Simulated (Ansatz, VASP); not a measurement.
Two plane-wave programs on TaN

File INCAR:

```
SYSTEM = TaN
ALGO = Normal
EDIFF = 1E-7
EDIFFG = -0.01
ENCUT = 700
GGA_COMPAT = .FALSE.
IBRION = 2
ISIF = 3
ISMEAR = -1
LASPH = .TRUE.
LCHARG = .FALSE.
LREAL = .FALSE.
LWAVE = .FALSE.
NELM = 120
NELMIN = 4
NSW = 60
PREC = Accurate
SIGMA = 0.05
```

Contents of KPOINTS:

```
k-points
0
G
  7 7 7
  0 0 0
```

POSCAR

```
TaN
1.0
    2.9380011100      0.0000000000      0.0000000000
   -1.4690005500      2.5443836000      0.0000000000
    0.0000000000      0.0000000000      2.8830022100
Ta N
1 1
Direct
    0.3333333333      0.6666666667      0.5000000000
    0.0000000000      0.0000000000      0.0000000000
```

The input input.yaml:

```yaml
crystal:
  lattice:
    - [2.93800111, 0.0, 0.0]
    - [-1.46900055, 2.5443836, 0.0]
    - [0.0, 0.0, 2.88300221]
  atoms:
    - { symbol: Ta, position: [0.3333333333, 0.6666666667, 0.5] }
    - { symbol: "N", position: [0.0, 0.0, 0.0] }
hamiltonian:
  xc: lda
  pseudopotentials: { kind: paw }
kpoints:
  mp_grid: { grid: [7, 7, 7] }
scf:
  occupations: { method: fermi_dirac, width: 0.05 }
output:
  forces: true
  stress: true
  eigenvalues: true
relax:
  f_tol: 0.01
  max_steps: 40
  cell: { stress_tol: 0.05 }
```

Alike in both runs: task relaxation of cell and atoms; functional LDA; k mesh 7 × 7 × 7; occupations fermi-dirac, width 0.05 eV; no spin polarisation.

|  | VASP | Ansatz |
| --- | --- | --- |
| version | VASP 6.6.1 | Ansatz 0.2.0 |
| potentials or method | VASP PAW LDA potentials, release 64 (Ta_sv_GW, N) | Ansatz PAW |
| plane-wave cutoff (eV) | 700 | 420 |
| valence electrons in the cell | 18 | 18 |

```csv
,VASP,Ansatz,Ansatz less VASP
"gap on the k mesh at the Fermi level, each at its own relaxed structure (eV)",none,none,-
relaxed volume (Å³/atom),10.47,10.43,-0.034
relaxed length of the cell vector where the two differ most in proportion (Å),2.911,2.908,-0.0033
```

LDA's correlation is that of Perdew and Zunger in VASP and of Perdew and Wang (1992) in Ansatz. A gap of «none» marks a metal or a gap that the smearing closes.

Spin-orbit coupling is off throughout. Noted on Ansatz's run: the plane-wave basis is chosen anew once the cell has moved, so the energies of steps on either side of that aren't comparable.
